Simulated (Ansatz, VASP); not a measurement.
## Two plane-wave programs on NaCl

```
Na Cl
1.0
     0.00000    2.60521    2.83175
     2.60521    0.00000    2.83175
     2.60521    2.60521    0.00000
Na Cl
1 1
Cartesian
  0.0000 0.0000 0.0000
  2.6052 2.6052 2.8317
```

Change from the starting cell: strain -0.080 along x and y, +0.000 along z, atoms carried along.

Alike in both runs: task single point; functional PBE; k mesh 8 × 8 × 8; occupations gaussian, width 0.05 eV; no spin polarisation.

|  | VASP | Ansatz |
| --- | --- | --- |
| version | VASP 6.6.1 | Ansatz 0.2.0 |
| potentials or method | VASP PAW PBE potentials, release 64 (Na_pv, Cl), cutoff 520 eV | scalar-relativistic, plane waves, PAW |
| valence electrons in the cell | 14 | 16 |

```csv
,VASP,Ansatz,Ansatz less VASP
gap on the k mesh at the Fermi level (eV),5.76,5.76,-0.001
least direct gap on the mesh (eV),5.76,5.76,-0.001
pressure (GPa),7.3,7.3,0.00
"traceless stress, the component that is largest in VASP (GPa)",-4.60,-4.55,+0.044
```

VASP's potentials hold 14 valence electrons a cell and Ansatz's 16, so a difference there can come from the potentials and not from the codes.
